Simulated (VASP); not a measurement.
# BeAs2C (P-4m2) in VASP: a series of runs

Runs on BeAs2C. Level: PBEsol. Tasks: single point, relaxation of cell and atoms.

Everything below comes from runs of VASP 6.6.1. Logs are shortened: lines on timing, memory, paths and dates and some standing lists are left out, and cuts for length are marked.

## 1. The cell of the first run

Symmetry: P-4m2, No. 115, tetragonal system. The conventional cell has a = 3.439 Å, b = 3.439 Å, c = 9.698 Å, α = 90.00°, β = 90.00°, γ = 90.00°. Be (site symmetry 2mm) has 4 As at 2.15 to 2.19 Å within 2.8 Å. Within 2.9 Å of As (site symmetry -4m2) lie 4 Be at 2.19 Å. As (site symmetry 2mm) has 2 C at 2.08 Å and 2 Be at 2.15 Å within 2.7 Å. As (site symmetry -4m2) has 4 C at 2.01 Å within 2.7 Å. C (site symmetry 2mm) has 4 As at 2.01 to 2.08 Å within 2.7 Å.

## 2. Single point, PBEsol

The input, INCAR:

```
PREC = Accurate
ENCUT = 520
EDIFF = 1E-6
ISMEAR = -1
SIGMA = 0.03
LREAL = False
LASPH = True
NELM = 80
ALGO = Normal
ISIF = 2
LWAVE = False
LCHARG = False
GGA = PS
NBANDS = 26
```

The input, KPOINTS:

```
Automatic mesh
0
Gamma
  6 6 2
```

The input, POSCAR:

```
BeAs2C
1.0
    3.4385391951      0.0000000000      0.0000000000
    0.0000000000      3.4385391951      0.0000000000
    0.0000000000      0.0000000000      9.6982575940
Be As C
2 4 2
Direct
    0.5000000000      0.0000000000      0.8608079969
    0.0000000000      0.5000000000      0.1391920031
    0.5000000000      0.5000000000      0.0000000000
    0.0000000000      0.0000000000      0.2723967594
    0.5000000000      0.5000000000      0.5000000000
    0.0000000000      0.0000000000      0.7276032406
    0.5000000000      0.0000000000      0.3924132486
    0.0000000000      0.5000000000      0.6075867514
```

Potentials or basis: VASP PAW PBE potentials, release 64 (Be, As, C).

The run is started by

```bash
> cat potpaw_PBE.64/Be/POTCAR potpaw_PBE.64/As/POTCAR potpaw_PBE.64/C/POTCAR > POTCAR
> mpirun -np 1 vasp_std > vasp.out
```

OUTCAR:

```text
PREC = Accurate
   ENCUT = 520
   EDIFF = 1E-6
   ISMEAR = -1
   LREAL = False
   LASPH = True
   NELM = 80
   ISIF = 2
   GGA = PS

 ion  position               nearest neighbor table
   1  0.500  0.000  0.861-   6 2.15   6 2.15   3 2.19   3 2.19
   2  0.000  0.500  0.139-   4 2.15   4 2.15   3 2.19   3 2.19
   3  0.500  0.500  0.000-   1 2.19   2 2.19   1 2.19   2 2.19
   4  0.000  0.000  0.272-   7 2.08   7 2.08   2 2.15   2 2.15
   5  0.500  0.500  0.500-   7 2.01   8 2.01   7 2.01   8 2.01
   6  0.000  0.000  0.728-   8 2.08   8 2.08   1 2.15   1 2.15
   7  0.500  0.000  0.392-   5 2.01   5 2.01   4 2.08   4 2.08
   8  0.000  0.500  0.608-   5 2.01   5 2.01   6 2.08   6 2.08

  LATTYP: Found a simple tetragonal cell.
 ALAT       =     3.4385391951
 C/A-ratio  =     2.8204586435

  Lattice vectors:

 A1 = (   3.4385391951,   0.0000000000,   0.0000000000)
 A2 = (   0.0000000000,   3.4385391951,   0.0000000000)
 A3 = (   0.0000000000,   0.0000000000,   9.6982575940)

Analysis of symmetry for initial positions (statically):
=====================================================================
 Subroutine PRICEL returns:
 Original cell was already a primitive cell.

 Routine SETGRP: Setting up the symmetry group for a
 simple tetragonal supercell.

 Subroutine GETGRP returns: Found  8 space group operations
 (whereof  8 operations were pure point group operations)
 out of a pool of 16 trial point group operations.

The static configuration has the point symmetry D_2d.

Analysis of symmetry for dynamics (positions and initial velocities):
=====================================================================
 Subroutine PRICEL returns:
 Original cell was already a primitive cell.

 Routine SETGRP: Setting up the symmetry group for a
 simple tetragonal supercell.

 Subroutine GETGRP returns: Found  8 space group operations
 (whereof  8 operations were pure point group operations)
 out of a pool of 16 trial point group operations.

The dynamic configuration has the point symmetry D_2d.

 Subroutine INISYM returns: Found  8 space group operations
 (whereof  8 operations are pure point group operations),
 and found     1 'primitive' translations

----------------------------------------------------------------------------------------

                                     Primitive cell

  volume of cell :     114.6679
[... 99 lines left out ...]
   NSW    =      0    number of steps for IOM
   IBRION =     -1    ionic relax: 0-MD 1-quasi-New 2-CG
   NFREE  =      0    steps in history (QN), initial steepest desc. (CG)
   ISIF   =      2    stress and relaxation
   ISYM   =      2    0-nonsym 1-usesym 2-fastsym
   POTIM  = 0.5000    time-step for ionic-motion
   TEBEG  =    0.0;   TEEND  =   0.0 temperature during run
   PSTRESS=    0.0 pullay stress
   NELECT =      32.0000    total number of electrons
   NUPDOWN=      -1.0000    fix difference up-down
   EMIN   =  10.00;   EMAX   =-10.00  energy-range for DOS
   EFERMI =   0.00;   METHOD = LEGACY
   ISMEAR =    -1;   SIGMA  =   0.03  broadening in eV -4-tet -1-fermi 0-gaus
   EFERMI_NEDOS =   21; number of points for ismear=-14 and -15
   IALGO  =     38    algorithm
   IMIX   =      4    mixing-type and parameters
     AMIX     =   0.40;   BMIX     =  1.00
     AMIX_MAG =   1.60;   BMIX_MAG =  1.00
  volume/ion in A,a.u.               =      14.33        96.73
  Fermi-wavevector in a.u.,A,eV,Ry     =   1.069821  2.021668 15.572085  1.144516
  Thomas-Fermi vector in A             =   2.205512
   LORBIT       =      0    0 simple, 1 ext, 2 COOP (PROOUT), +10 PAW based schemes
   GGA     = PS    functional components
   LHFCALC =     F    Hartree Fock is set to
   AEXX    =    0.0000 exact exchange contribution
   IVDW    =     0    specifies the selected vdW correction
   LEPSILON=     F    determine dielectric tensor
   LRPA    =     F    only Hartree local field effects (RPA)
 non-spin polarized calculation
  energy-cutoff  :      520.00
  volume of cell :      114.67
 maximum number of plane-waves:      3108
 NGX is ok and might be reduce to    28
   NGX = 13   NGY = 13   NGZ = 37

 number of electron      31.9999997 magnetization

 Free energy of the ion-electron system (eV)
  ---------------------------------------------------
  ext. energy  EPLUGINS =         0.00000000
  ---------------------------------------------------
  free energy    TOTEN  =       -43.57980620 eV

  energy without entropy =      -43.57654126  energy(sigma->0) =      -43.57817373

 E-fermi :   5.9467     XC(G=0): -10.4477

 val. band max:        5.9223275149   @ k =   0.0000   0.0000   0.5000
 cond. band min:       5.9704376136   @ k =   0.5000   0.0000   0.5000
 fundamental gap:      0.0481100987
 Fermi energy:         5.9466694472

 k-point     1 :       0.0000    0.0000    0.0000
  band No.  band energies     occupation
      1     -11.4996      2.00000
      2      -9.1024      2.00000
      3      -6.8508      2.00000
      4      -5.2085      2.00000
      5      -3.3985      2.00000
      6      -0.3174      2.00000
[... 569 lines left out ...]
     25      12.8542      0.00000
     26      13.0644      0.00000

------------------------ aborting loop because EDIFF is reached ----------------------------------------

  FORCE on cell =-STRESS in cart. coord.  units (eV):
  Direction    XX          YY          ZZ          XY          YZ          ZX
  --------------------------------------------------------------------------------------
  -------------------------------------------------------------------------------------
  Total        0.5023317      0.5023317      0.4750713      0.0000000      0.0000000      0.0000000
  in kB        7.0187449      7.0187449      6.6378535      0.0000000      0.0000000      0.0000000
  external PRESSURE =       6.8917811 kB  Pullay stress =       0.0000000 kB

 VOLUME and BASIS-vectors are now :
 -----------------------------------------------------------------------------
  energy-cutoff  :      520.00
  volume of cell :      114.67
      direct lattice vectors                 reciprocal lattice vectors
     3.438539195  0.000000000  0.000000000     0.290821172  0.000000000  0.000000000
     0.000000000  3.438539195  0.000000000     0.000000000  0.290821172  0.000000000
     0.000000000  0.000000000  9.698257594     0.000000000  0.000000000  0.103111305

 POSITION                                       TOTAL-FORCE (eV/Angst)
 -----------------------------------------------------------------------------------
      1.71927      0.00000      8.34834        -0.000000     -0.000000     -0.003667
      0.00000      1.71927      1.34992        -0.000000     -0.000000      0.003667
      1.71927      1.71927      0.00000        -0.000000      0.000000      0.000000
      0.00000      0.00000      2.64177         0.000000     -0.000000     -0.033876
      1.71927      1.71927      4.84913        -0.000000      0.000000      0.000000
      0.00000      0.00000      7.05648        -0.000000     -0.000000      0.033876
      1.71927      0.00000      3.80572        -0.000000     -0.000000     -0.001994
      0.00000      1.71927      5.89253        -0.000000     -0.000000      0.001994
 -----------------------------------------------------------------------------------
    total drift:                                0.000000     -0.000000      0.000000

  FREE ENERGIE OF THE ION-ELECTRON SYSTEM (eV)
  ---------------------------------------------------
  free  energy   TOTEN  =       -43.5798062009 eV

  energy  without entropy=      -43.5765412554  energy(sigma->0) =      -43.57817373
```

Run time: 28 s. Hardware: 1 thread of Intel Xeon 6975P-C (Granite Rapids), shared host; peak memory 0.24 GiB.

Results:

```
Free energy            : -43.5798 eV
Pressure               : 0.7 GPa
Largest force          : 0.034 eV/Å
Band gap on the k mesh : zero (band 16 reaches 5.97 eV, above the bottom of band 17 at 5.92 eV)
```

Forces in eV/Å, atoms in the order of the input:
```
Be   0.000  0.000 -0.004
Be   0.000  0.000  0.004
As   0.000  0.000  0.000
As   0.000  0.000 -0.034
As   0.000  0.000  0.000
As   0.000  0.000  0.034
C    0.000  0.000 -0.002
C    0.000  0.000  0.002
```

Levels at points of the mesh, in eV from the Fermi level:
```
           k point  band 14  band 15  band 16  band 17  band 18  band 19
(0.00, 0.00, 0.00)    -1.28    -0.87    -0.54     0.28     0.44     0.44
(0.50, 0.00, 0.00)    -1.94    -0.62    -0.32     0.19     0.41     3.06
(0.50, 0.50, 0.00)    -3.35    -3.35    -2.83     1.17     1.18     1.18
(0.00, 0.00, 0.50)    -1.07    -0.67    -0.65    -0.02    -0.02     0.48
(0.50, 0.00, 0.50)    -2.79    -0.62     0.02     0.40     0.52     2.89
(0.50, 0.50, 0.50)    -3.61    -3.61    -2.99     1.87     1.87     2.14
```

Caveat: the PAW data sets were made with another functional, which shifts forces and pressure a little.

## 3. Relaxation of cell and atoms, PBEsol

This run uses another cell than the first one, of 12.43 Å³/atom, 0.867 times its volume.

The input, INCAR:

```
SYSTEM = BeAs2C
PREC = Accurate
ENCUT = 600
EDIFF = 1E-7
ISMEAR = -1
SIGMA = 0.03
LREAL = .False.
LASPH = .True.
NELM = 60
ALGO = Normal
ISIF = 3
LWAVE = .False.
LCHARG = .False.
GGA = PS
IBRION = 2
NSW = 100
EDIFFG = -0.01
```

The input, KPOINTS:

```
regular mesh
0
Gamma
  6 6 2
  0 0 0
```

The input, POSCAR:

```
BeAs2C
1.0
    3.2756209834      0.0000000000      0.0000000000
    0.0000000000      3.2756209834      0.0000000000
    0.0000000000      0.0000000000      9.2648552397
Be As C
2 4 2
Direct
    0.5000000000      0.0000000000      0.8750000000
    0.0000000000      0.5000000000      0.1250000000
    0.5000000000      0.5000000000      0.0000000000
    0.0000000000      0.0000000000      0.2500000000
    0.5000000000      0.5000000000      0.5000000000
    0.0000000000      0.0000000000      0.7500000000
    0.5000000000      0.0000000000      0.3750000000
    0.0000000000      0.5000000000      0.6250000000
```

Potentials or basis: VASP PAW PBE potentials, release 64 (Be, As, C).

The run is started by

```bash
> cat potpaw_PBE.64/Be/POTCAR potpaw_PBE.64/As/POTCAR potpaw_PBE.64/C/POTCAR > POTCAR
> mpirun -np 1 vasp_std > vasp.out
```

OUTCAR:

```text
SYSTEM = BeAs2C
   PREC = Accurate
   ENCUT = 600
   EDIFF = 1E-7
   ISMEAR = -1
   LREAL = .False.
   LASPH = .True.
   NELM = 60
   ISIF = 3
   GGA = PS
   IBRION = 2
   NSW = 100
   EDIFFG = -0.01

 ion  position               nearest neighbor table
   1  0.500  0.000  0.875-   3 2.01   6 2.01   3 2.01   6 2.01
   2  0.000  0.500  0.125-   3 2.01   4 2.01   4 2.01   3 2.01
   3  0.500  0.500  0.000-   1 2.01   2 2.01   1 2.01   2 2.01
   4  0.000  0.000  0.250-   2 2.01   7 2.01   2 2.01   7 2.01
   5  0.500  0.500  0.500-   7 2.01   8 2.01   7 2.01   8 2.01
   6  0.000  0.000  0.750-   1 2.01   8 2.01   8 2.01   1 2.01
   7  0.500  0.000  0.375-   4 2.01   5 2.01   5 2.01   4 2.01
   8  0.000  0.500  0.625-   5 2.01   6 2.01   6 2.01   5 2.01

  LATTYP: Found a simple tetragonal cell.
 ALAT       =     3.2756209834
 C/A-ratio  =     2.8284271247

  Lattice vectors:

[... 308 lines left out ...]
  energy  without entropy=      -43.2661686534  energy(sigma->0) =      -43.27151434

[... ionic steps 4 to 12 ...]

--------------------------------------- Ionic step       13  -------------------------------------------

 number of electron      31.9999997 magnetization

------------------------ aborting loop because EDIFF is reached ----------------------------------------
[... 79 lines left out ...]
--------------------------------------- Ionic step       15  -------------------------------------------

 number of electron      31.9999997 magnetization

 Free energy of the ion-electron system (eV)
  ---------------------------------------------------
  ext. energy  EPLUGINS =         0.00000000
  ---------------------------------------------------
  free energy    TOTEN  =       -43.57915545 eV

  energy without entropy =      -43.57582928  energy(sigma->0) =      -43.57749237

 E-fermi :   5.8756     XC(G=0): -10.4220

 val. band max:        5.8515977536   @ k =   0.0000   0.0000   0.5000
 cond. band min:       5.8984604886   @ k =   0.5000   0.0000   0.5000
 fundamental gap:      0.0468627349
 Fermi energy:         5.8756034708

 k-point     1 :       0.0000    0.0000    0.0000
  band No.  band energies     occupation
      1     -11.4883      2.00000
      2      -9.1124      2.00000
      3      -6.8851      2.00000
      4      -5.2519      2.00000
      5      -3.4458      2.00000
      6      -0.3321      2.00000
[... 504 lines left out ...]
  FREE ENERGIE OF THE ION-ELECTRON SYSTEM (eV)
  ---------------------------------------------------
  free  energy   TOTEN  =       -43.5791554475 eV

  energy  without entropy=      -43.5758292834  energy(sigma->0) =      -43.57749237

 reached required accuracy - stopping structural energy minimisation
```

OSZICAR:

```text
N       E                     dE             d eps       ncg     rms          rms(c)
DAV:   1     0.135293173949E+03    0.13529E+03   -0.15212E+04   840   0.151E+03
DAV:   2    -0.353132755721E+02   -0.17061E+03   -0.16086E+03  1133   0.234E+02
DAV:   3    -0.466412584640E+02   -0.11328E+02   -0.11135E+02  1080   0.646E+01
[... 137 lines left out ...]
  14 F= -.43579139E+02 E0= -.43577476E+02  d E =-.929009E-04
       N       E                     dE             d eps       ncg     rms          rms(c)
DAV:   1    -0.435791554810E+02   -0.16007E-04   -0.19215E-03   840   0.303E-01    0.130E-02
DAV:   2    -0.435791558182E+02   -0.33721E-06   -0.38838E-05  1033   0.406E-02    0.599E-03
DAV:   3    -0.435791554513E+02    0.36689E-06   -0.24939E-06  1043   0.938E-03    0.307E-03
DAV:   4    -0.435791554475E+02    0.38635E-08   -0.44893E-07   995   0.407E-03
  15 F= -.43579155E+02 E0= -.43577492E+02  d E =-.160663E-04
```

Wall time 5.5 min (1 thread of Intel Xeon Platinum 8559C (Emerald Rapids), shared host); peak memory 0.28 GiB.

Results:

- Free energy: -43.5792 eV
- Relaxed volume: 14.42 Å³/atom
- Relaxed cell: a = 3.446 Å, b = 3.446 Å, c = 9.717 Å, α = 90.00°, β = 90.00°, γ = 90.00°
- Space group after relaxing (to 0.05 Å): P-4m2 (No. 115)
- Energy gained by relaxing: 176.6 meV/atom
- Ionic steps: 15
- Pressure after relaxing: 0.0 GPa
- Largest force after relaxing: 0.004 eV/Å
- Band gap on the k mesh: zero (band 16 reaches 5.90 eV, above the bottom of band 17 at 5.85 eV)

Forces on the atoms (eV/Å):
```
Be   0.000  0.000 -0.002
Be   0.000  0.000  0.002
As   0.000  0.000  0.000
As   0.000  0.000  0.002
As   0.000  0.000  0.000
As   0.000  0.000 -0.002
C    0.000  0.000  0.004
C    0.000  0.000 -0.004
```

Step by step:
| step | energy change (eV) | largest force (eV/Å) | pressure (GPa) | volume (Å³) |
| --- | --- | --- | --- | --- |
| 1 | 0.0000 | 1.4115 | 20.99 | 99.41 |
| 2 | -0.9425 | 1.0102 | -7.06 | 124.70 |
| 3 | -1.1106 | 1.0564 | -1.14 | 116.52 |
| 4 | -1.2317 | 0.5850 | -0.78 | 116.00 |
| 5 | -1.3214 | 0.6692 | 0.64 | 114.78 |
| 6 | -1.3806 | 0.3939 | 0.30 | 115.09 |
| 7 | -1.3854 | 0.3246 | 0.23 | 115.20 |
| 8 | -1.4057 | 0.1107 | -0.09 | 115.47 |
| 9 | -1.4114 | 0.0931 | -0.35 | 115.70 |
| 10 | -1.4127 | 0.0171 | 0.17 | 115.18 |
| 11 | -1.4128 | 0.0170 | 0.09 | 115.26 |
| 12 | -1.4128 | 0.0104 | 0.00 | 115.37 |
| 13 | -1.4129 | 0.0133 | -0.02 | 115.40 |
| 14 | -1.4129 | 0.0128 | -0.02 | 115.39 |
| 15 | -1.4129 | 0.0037 | 0.00 | 115.37 |

Final structure:
```
Be As C
1.0
     3.44582    0.00000    0.00000
     0.00000    3.44582    0.00000
     0.00000    0.00000    9.71680
Be As C
2 4 2
Direct
  0.50000 0.00000 0.86089
  0.00000 0.50000 0.13911
  0.50000 0.50000 0.00000
  0.00000 0.00000 0.27211
  0.50000 0.50000 0.50000
  0.00000 0.00000 0.72789
  0.50000 0.00000 0.39221
  0.00000 0.50000 0.60779
```

Levels at points of the mesh, in eV from the Fermi level:
```tsv
k point	band 14	band 15	band 16	band 17	band 18	band 19
(0.00, 0.00, 0.00)	-1.26	-0.85	-0.53	0.27	0.44	0.44
(0.50, 0.00, 0.00)	-1.92	-0.62	-0.33	0.18	0.40	3.05
(0.50, 0.50, 0.00)	-3.33	-3.33	-2.81	1.17	1.18	1.18
(0.00, 0.00, 0.50)	-1.06	-0.65	-0.63	-0.02	-0.02	0.48
(0.50, 0.00, 0.50)	-2.77	-0.62	0.02	0.40	0.51	2.89
(0.50, 0.50, 0.50)	-3.59	-3.59	-2.97	1.87	1.87	2.12
```

Caveat: the volume moved by over 15 % at a fixed basis, so the end points are rough; the PAW data sets were made with another functional, which shifts forces and pressure a little.
